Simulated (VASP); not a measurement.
# SiC (Moissanite 3C) (F-43m) in VASP: notebook, part 2 of 3

VASP 6.6.1. The steps go on from the part before.

### Step 3. Dielectric tensor, PBEsol

INCAR reads:

```
SYSTEM = SiC
ALGO     = Normal         ! electronic algorithm
EDIFF    = 1E-8           ! SCF threshold, eV
ENCUT    = 520            ! plane-wave cutoff, eV
GGA      = PS             ! functional
ISIF     = 2              ! what is computed and relaxed
ISMEAR   = 0              ! smearing method
LASPH    = .TRUE.         ! aspherical terms in the spheres
LCHARG   = .FALSE.        ! write CHGCAR
LEPSILON = .TRUE.         ! dielectric tensor by DFPT
LREAL    = .FALSE.        ! projectors in reciprocal space
LWAVE    = .FALSE.        ! write WAVECAR
NELM     = 80             ! most SCF steps
PREC     = Accurate       ! precision mode
SIGMA    = 0.01           ! smearing width, eV
```

KPOINTS reads:

```
k-points
0
G
  10 10 10
  0 0 0
```

POSCAR reads:

```
SiC
1.0
    0.0000000000      2.1790000000      2.1790000000
    2.1790000000      0.0000000000      2.1790000000
    2.1790000000      2.1790000000      0.0000000000
Si C
1 1
Direct
    0.0000000000      0.0000000000      0.0000000000
    0.7500000000      0.7500000000      0.7500000000
```

Potentials or basis: VASP PAW PBE potentials, release 64 (Si, C).

Command:

```sh
$ cat potpaw_PBE.64/Si/POTCAR potpaw_PBE.64/C/POTCAR > POTCAR
$ mpirun -np 1 vasp_std > vasp.out
```

OUTCAR:

```text
SYSTEM = SiC
   EDIFF = 1E-8
   ENCUT = 520
   GGA = PS
   ISIF = 2
   ISMEAR = 0
   LASPH = .TRUE.
   LEPSILON = .TRUE.
   LREAL = .FALSE.
   NELM = 80
   PREC = Accurate

 ion  position               nearest neighbor table
   1  0.000  0.000  0.000-   2 1.89   2 1.89   2 1.89   2 1.89
   2  0.750  0.750  0.750-   1 1.89   1 1.89   1 1.89   1 1.89

  LATTYP: Found a face centered cubic cell.
 ALAT       =     4.3580000000

  Lattice vectors:

 A1 = (   0.0000000000,   2.1790000000,   2.1790000000)
 A2 = (   2.1790000000,   0.0000000000,   2.1790000000)
 A3 = (   2.1790000000,   2.1790000000,   0.0000000000)

Analysis of symmetry for initial positions (statically):
=====================================================================
 Subroutine PRICEL returns:
 Original cell was already a primitive cell.

 Routine SETGRP: Setting up the symmetry group for a
 face centered cubic supercell.

 Subroutine GETGRP returns: Found 24 space group operations
 (whereof 24 operations were pure point group operations)
 out of a pool of 48 trial point group operations.

The static configuration has the point symmetry T_d .

Analysis of symmetry for dynamics (positions and initial velocities):
=====================================================================
 Subroutine PRICEL returns:
 Original cell was already a primitive cell.

 Routine SETGRP: Setting up the symmetry group for a
 face centered cubic supercell.

 Subroutine GETGRP returns: Found 24 space group operations
 (whereof 24 operations were pure point group operations)
 out of a pool of 48 trial point group operations.

The dynamic configuration has the point symmetry T_d .

 Subroutine INISYM returns: Found 24 space group operations
 (whereof 24 operations are pure point group operations),
 and found     1 'primitive' translations
[... 439 lines left out ...]

 HEAD OF MICROSCOPIC STATIC DIELECTRIC TENSOR (INDEPENDENT PARTICLE, excluding Hartree and local field effects)
 ------------------------------------------------------
           7.403616     0.000000     0.000000
          -0.000000     7.403616     0.000000
           0.000000    -0.000000     7.403616
 ------------------------------------------------------

 Free energy of the ion-electron system (eV)
  ---------------------------------------------------
  ---------------------------------------------------
  free energy    TOTEN  =        -0.37231837 eV

  energy without entropy =       -0.37231837

------------------------ aborting loop because EDIFF is reached ----------------------------------------

--------------------------------------- Ionic step        2  -------------------------------------------

------------------------ aborting loop because EDIFF is reached ----------------------------------------

--------------------------------------- Ionic step        3  -------------------------------------------

 Free energy of the ion-electron system (eV)
  ---------------------------------------------------
  ---------------------------------------------------
  free energy    TOTEN  =        -0.37231844 eV

  energy without entropy =       -0.37231844

------------------------ aborting loop because EDIFF is reached ----------------------------------------

 PIEZOELECTRIC TENSOR FIELD DIRECTION 3  (e Angst)
 -----------------------------------------------------------------------------
    -0.00064  1.28083  0.00000           ( -0.00000  0.05341  0.00000)
     1.28083 -0.00064  0.00000           (  0.05341 -0.00000  0.00000)
     0.00000  0.00000  0.00077           (  0.00000  0.00000 -0.00000)

 PIEZOELECTRIC TENSOR FIELD DIRECTION 3  (C/m^2)
 -----------------------------------------------------------------------------
    -0.00050  0.99174  0.00000
     0.99174 -0.00050  0.00000
     0.00000  0.00000  0.00060

 MACROSCOPIC STATIC DIELECTRIC TENSOR (including local field effects in DFT)
 ------------------------------------------------------
           7.109590    -0.000000     0.000000
           0.000000     7.109590     0.000000
          -0.000000     0.000000     7.109590
 ------------------------------------------------------

 PIEZOELECTRIC TENSOR (including local field effects)  for field in x, y, z        (e  Angst)
          XX          YY          ZZ          XY          YZ          ZX
  --------------------------------------------------------------------------------
  x    -0.00000    -0.00000     0.00000     0.00000     1.27843     0.00000
  y     0.00000     0.00000    -0.00000     0.00000     0.00000     1.27843
  z    -0.00000    -0.00000     0.00000     1.27843     0.00000     0.00000

 PIEZOELECTRIC TENSOR (including local field effects)  for field in x, y, z        (C/m^2)
          XX          YY          ZZ          XY          YZ          ZX
  --------------------------------------------------------------------------------
  x    -0.00000    -0.00000     0.00000     0.00000     0.98989     0.00000
  y     0.00000     0.00000    -0.00000     0.00000     0.00000     0.98989
  z    -0.00000    -0.00000     0.00000     0.98989     0.00000     0.00000

 BORN EFFECTIVE CHARGES (including local field effects) (in |e|, cummulative output)
 ---------------------------------------------------------------------------------
 ion    1
    1     2.70412     0.00000     0.00000
    2     0.00000     2.70412     0.00000
    3     0.00000     0.00000     2.70412
 ion    2
    1    -2.70412     0.00000     0.00000
    2     0.00000    -2.70412     0.00000
    3     0.00000     0.00000    -2.70412
```

OSZICAR:

```text
N       E                     dE             d eps       ncg     rms          rms(c)
DAV:   1     0.401127083280E+01    0.40113E+01   -0.39699E+03   776   0.823E+02
DAV:   2    -0.173175409683E+02   -0.21329E+02   -0.20048E+02  1072   0.108E+02
[... 12 lines left out ...]
RMM:   5    -0.372160232595E+00   -0.28015E-02   -0.17669E-04  4549   0.119E-01    0.890E-03
RMM:   6    -0.372254778599E+00   -0.94546E-04   -0.15287E-06  4830   0.124E-02    0.454E-03
RMM:   7    -0.372311644271E+00   -0.56866E-04   -0.15186E-07  4739   0.469E-03    0.367E-04
RMM:   8    -0.372320413303E+00   -0.87690E-05    0.80161E-11  4906   0.934E-04    0.183E-04
RMM:   9    -0.372318199775E+00    0.22135E-05    0.13134E-09  4701   0.353E-04    0.248E-05
RMM:  10    -0.372318387499E+00   -0.18772E-06   -0.11682E-09  2810   0.393E-05    0.102E-05
RMM:  11    -0.372318439910E+00   -0.52411E-07   -0.87493E-10  2052   0.443E-05    0.883E-07
```

It took 2 min on 1 thread of Intel Xeon Platinum 8259CL at 2.50GHz (Skylake/Cascade Lake), shared host; peak memory 0.19 GiB.

What came out:

```
Band gap on the k mesh                  : 1.23 eV, indirect (least direct gap 4.44 eV)
Electronic dielectric tensor (diagonal) : 7.11
Born charges (mean of the diagonal)     : Si +2.70; C -2.70 e
```

Electronic dielectric tensor:
```
7.11 0.00 0.00
0.00 7.11 0.00
0.00 0.00 7.11
```

Born effective charge tensors (e):
atom 1, Si
```
2.70 0.00 0.00
0.00 2.70 0.00
0.00 0.00 2.70
```
atom 2, C
```
-2.70  0.00  0.00
 0.00 -2.70  0.00
 0.00  0.00 -2.70
```

Caveat: the PAW data sets were made with another functional, which shifts forces and pressure a little. A k mesh can miss the band edges.

### Step 4. Electric field gradients, PBE-based screened hybrid

POSCAR is that of step 3.

INCAR.step1 reads:

```
SYSTEM = SiC
ALGO     = Normal         ! electronic algorithm
EDIFF    = 1E-5           ! SCF threshold, eV
ENCUT    = 520            ! plane-wave cutoff, eV
GGA      = PE             ! functional
ISIF     = 2              ! what is computed and relaxed
ISMEAR   = 0              ! smearing method
LASPH    = .True.         ! aspherical terms in the spheres
LCHARG   = .False.        ! write CHGCAR
LREAL    = .False.        ! projectors in reciprocal space
LWAVE    = .True.         ! write WAVECAR
NBANDS   = 11             ! bands
NELM     = 60             ! most SCF steps
PREC     = Accurate       ! precision mode
SIGMA    = 0.025          ! smearing width, eV
```

INCAR.step2 reads:

```
SYSTEM = SiC
AEXX     = 0.25           ! exact-exchange fraction
ALGO     = Normal         ! electronic algorithm
EDIFF    = 1E-8           ! SCF threshold, eV
ENCUT    = 520            ! plane-wave cutoff, eV
GGA      = PE             ! functional
HFSCREEN = 0.3            ! screening, 1/A
ISIF     = 2              ! what is computed and relaxed
ISMEAR   = 0              ! smearing method
ISTART   = 1            
LASPH    = .True.         ! aspherical terms in the spheres
LCHARG   = .False.        ! write CHGCAR
LEFG     = .True.       
LHFCALC  = .True.         ! exact exchange
LREAL    = .False.        ! projectors in reciprocal space
LWAVE    = .False.        ! write WAVECAR
NBANDS   = 11             ! bands
NELM     = 60             ! most SCF steps
PREC     = Accurate       ! precision mode
PRECFOCK = Normal       
SIGMA    = 0.025          ! smearing width, eV
```

KPOINTS reads:

```
k-points
0
Gamma
  7 7 7
  0 0 0
```

Potentials or basis: VASP PAW PBE potentials, release 64 (Si, C).

Command:

```sh
$ cat potpaw_PBE.64/Si/POTCAR potpaw_PBE.64/C/POTCAR > POTCAR
$ cp INCAR.step1 INCAR
$ mpirun -np 1 vasp_std > vasp.out
$ cp INCAR.step2 INCAR
$ mpirun -np 1 vasp_std > vasp.out
```

OUTCAR:

```text
SYSTEM = SiC
   AEXX = 0.25
   EDIFF = 1E-8
   ENCUT = 520
   GGA = PE
   HFSCREEN = 0.3
   ISIF = 2
   ISMEAR = 0
   ISTART = 1
   LASPH = .True.
   LHFCALC = .True.
   LREAL = .False.
   NELM = 60
   PREC = Accurate
   PRECFOCK = Normal

 ion  position               nearest neighbor table
   1  0.000  0.000  0.000-   2 1.89   2 1.89   2 1.89   2 1.89
   2  0.750  0.750  0.750-   1 1.89   1 1.89   1 1.89   1 1.89

  LATTYP: Found a face centered cubic cell.
[... 497 lines left out ...]

  FREE ENERGIE OF THE ION-ELECTRON SYSTEM (eV)
  ---------------------------------------------------
  free  energy   TOTEN  =       -17.0145678035 eV

  energy  without entropy=      -17.0145678035  energy(sigma->0) =      -17.01456780

 Electric field gradients (V/A^2)
---------------------------------------------------------------------
 ion       V_xx      V_yy      V_zz      V_xy      V_xz      V_yz
---------------------------------------------------------------------
   1      -0.000     0.000    -0.000     0.000     0.000     0.000
   2      -0.000     0.000    -0.000     0.000     0.000     0.000
---------------------------------------------------------------------

 Electric field gradients after diagonalization (V/A^2)
 (convention: |V_zz| > |V_xx| > |V_yy|)
----------------------------------------------------------------------
 ion       V_xx      V_yy      V_zz     asymmetry (V_yy - V_xx)/ V_zz
----------------------------------------------------------------------
   1      -0.000    -0.000     0.000       0.004
   2      -0.000    -0.000     0.000       0.007
----------------------------------------------------------------------

           NMR quadrupolar parameters

 Cq : quadrupolar parameter    Cq=e*Q*V_zz/h
 eta: asymmetry parameters     (V_yy - V_xx)/ V_zz
 Q  : nuclear electric quadrupole moment in mb (millibarn)
----------------------------------------------------------------------
 ion       Cq(MHz)       eta       Q (mb)
----------------------------------------------------------------------
   1       0.000       0.004       1.000
   2       0.000       0.007       1.000
----------------------------------------------------------------------
```

OUTCAR.step1:

```text
SYSTEM = SiC
   EDIFF = 1E-5
   ENCUT = 520
   GGA = PE
   ISIF = 2
   ISMEAR = 0
[... 495 lines left out ...]
      0.00000      0.00000      0.00000         0.000000     -0.000000     -0.000000
      3.26850      3.26850      3.26850        -0.000000      0.000000      0.000000
 -----------------------------------------------------------------------------------
    total drift:                               -0.000000     -0.000000     -0.000000

  FREE ENERGIE OF THE ION-ELECTRON SYSTEM (eV)
  ---------------------------------------------------
  free  energy   TOTEN  =       -15.0543529321 eV

  energy  without entropy=      -15.0543529321  energy(sigma->0) =      -15.05435293
```

OSZICAR.step1:

```text
N       E                     dE             d eps       ncg     rms          rms(c)
DAV:   1     0.545719173019E+01    0.54572E+01   -0.41365E+03   440   0.626E+02
DAV:   2    -0.162577669495E+02   -0.21715E+02   -0.20616E+02   566   0.113E+02
DAV:   3    -0.169094055924E+02   -0.65164E+00   -0.65038E+00   542   0.167E+01
DAV:   4    -0.169119355318E+02   -0.25299E-02   -0.25298E-02   499   0.130E+00
DAV:   5    -0.169119461448E+02   -0.10613E-04   -0.10613E-04   553   0.797E-02    0.881E+00
DAV:   6    -0.151117596187E+02    0.18002E+01   -0.64882E+00   488   0.114E+01    0.391E+00
DAV:   7    -0.150618916676E+02    0.49868E-01   -0.38896E-01   527   0.356E+00    0.178E+00
DAV:   8    -0.150541367820E+02    0.77549E-02   -0.20512E-02   512   0.955E-01    0.173E-01
DAV:   9    -0.150542383656E+02   -0.10158E-03   -0.16658E-03   540   0.232E-01    0.113E-01
DAV:  10    -0.150543507501E+02   -0.11238E-03   -0.24521E-04   500   0.949E-02    0.265E-02
DAV:  11    -0.150543529321E+02   -0.21819E-05   -0.43787E-05   512   0.343E-02
   1 F= -.15054353E+02 E0= -.15054353E+02  d E =-.238693E-16
```

Wall time 8.3 min (1 thread of Intel Xeon 6975P-C (Granite Rapids), shared host); peak memory 0.24 GiB.

Results:

- Free energy: -17.0146 eV
- Pressure: -1.4 GPa
- Band gap on the k mesh: 2.29 eV, indirect (least direct gap 5.64 eV)

Caveat: without QUAD_EFG the Cq values of the log hold for a quadrupole moment of 1 mb, not for the nuclei; the PAW data sets were made with another functional, which shifts forces and pressure a little.

(Continued in part 3 of 3.)
